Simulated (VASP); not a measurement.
Input of a VASP 6.6.1 run:

The input INCAR:

```
SYSTEM = MoS2
  PREC = Accurate
  ENCUT = 520
  EDIFF = 1E-6
  ISMEAR = -1
  SIGMA = 0.02
  LREAL = .False.
  LASPH = .True.
  NELM = 100
  ALGO = Normal
  ISIF = 2
  LWAVE = .False.
  LCHARG = .False.
  GGA = PE
  NBANDS = 20
```

File KPOINTS:

```
Automatic mesh
0
Gamma
  10 10 10
  0 0 0
```

The input POSCAR:

```
MoS2
1.0
    1.5875907324      0.9165959367      6.1939396871
   -1.5875907324      0.9165959367      6.1939396871
    0.0000000000     -1.8331918734      6.1939396871
Mo S
1 2
Direct
   -0.0000146007     -0.0000146007     -0.0000146007
    0.4170015113      0.4170015113      0.4170015113
    0.2496797561      0.2496797561      0.2496797561
```

Potentials or basis: VASP PAW PBE potentials, release 64 (Mo_sv, S).

The run is started by

```bash
$ cat potpaw_PBE.64/Mo_sv/POTCAR potpaw_PBE.64/S/POTCAR > POTCAR
$ mpirun -np 1 vasp_std > vasp.out
```

**Question.** What does it give for the largest force?

**Answer.** 0.097 eV/Å.

**Question.** What does it give for the pressure?

**Answer.** 2.3 GPa.

Forces in eV/Å, atoms in the order of the input:
```
Mo   0.000  0.000  0.001
S    0.000  0.000  0.096
S    0.000  0.000 -0.097
```
